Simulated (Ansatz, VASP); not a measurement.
# One calculation of TiO2, two programs

INCAR

```
SYSTEM = TiO2
PREC = Accurate
ENCUT = 520
EDIFF = 1E-6
ISMEAR = 0
SIGMA = 0.05
LREAL = .FALSE.
LASPH = .TRUE.
NELM = 150
ALGO = Normal
ISIF = 2
LWAVE = .FALSE.
LCHARG = .FALSE.
LMAXMIX = 4
LDAU = .TRUE.
LDAUTYPE = 2
LDAUL = 2 -1
LDAUU = 4 0
LDAUJ = 0 0
LDAUPRINT = 1
GGA = PE
NBANDS = 33
```

KPOINTS

```
regular mesh
0
G
  8 8 8
  0 0 0
```

Contents of POSCAR:

```
TiO2
1.0
   -1.8132000000      1.8132000000      5.0203000000
    1.8132000000     -1.8132000000      5.0203000000
    1.8132000000      1.8132000000     -5.0203000000
Ti O
2 4
Direct
    0.0000000000      0.0000000000      0.0000000000
    0.7500000000      0.2500000000      0.5000000000
    0.2052277854      0.2052277854      0.0000000000
    0.9552277854      0.4552277854      0.5000000000
    0.5447722146      0.0447722146      0.5000000000
    0.7947722146      0.7947722146      0.0000000000
```

Input for Ansatz:

```yaml
crystal:
  lattice:
    - [-1.8132, 1.8132, 5.0203]
    - [1.8132, -1.8132, 5.0203]
    - [1.8132, 1.8132, -5.0203]
  atoms:
    - { symbol: Ti, position: [0.0, 0.0, 0.0] }
    - { symbol: Ti, position: [0.75, 0.25, 0.5] }
    - { symbol: O, position: [0.2052277854, 0.2052277854, 0.0] }
    - { symbol: O, position: [0.9552277854, 0.4552277854, 0.5] }
    - { symbol: O, position: [0.5447722146, 0.0447722146, 0.5] }
    - { symbol: O, position: [0.7947722146, 0.7947722146, 0.0] }
basis:
  ecutwfc: 520.0
kpoints:
  mp_grid: { grid: [8, 8, 8] }
hamiltonian:
  xc: pbe
  pseudopotentials: { kind: paw, azcp: { folder: soft_1 } }
  hubbard: { sites: [{ species: Ti, l: d, u_eff: 4.0 }] }
scf:
  occupations: { method: gaussian, width: 0.05 }
output:
  forces: true
  stress: true
  eigenvalues: true
  write_density: true
  write_potential: true
  elf: true
  volumetric_format: npy
```

Alike in both runs: task single point; functional PBE; k mesh 8 × 8 × 8; occupations gaussian, width 0.05 eV; no spin polarisation; Hubbard terms Ti d U = 4.0 eV.

|  | VASP | Ansatz |
| --- | --- | --- |
| version | VASP 6.6.1 | Ansatz 0.2.0 |
| potentials or method | VASP PAW PBE potentials, release 64 (Ti_sv, O), cutoff 520 eV | scalar-relativistic, plane waves, PAW |
| valence electrons in the cell | 48 | 48 |

Ansatz gave:

* gap on the k mesh at the Fermi level (eV): 2.91
* least direct gap on the mesh (eV): 3.29
* pressure (GPa): 19.3
* traceless stress, the component that is largest in VASP (GPa): -13.68
* rms of the force components (eV/Å): 0.300

Estimate VASP's values.

gap on the k mesh at the Fermi level (eV): 2.99; least direct gap on the mesh (eV): 3.37; pressure (GPa): 24.9; traceless stress, the component that is largest in VASP (GPa): -16.06; rms of the force components (eV/Å): 0.272.

The programs project onto different local orbitals, so the same U acts differently, and such runs can settle in different states. Atom by atom the forces differ by 0.027 eV/Å (rms over components).
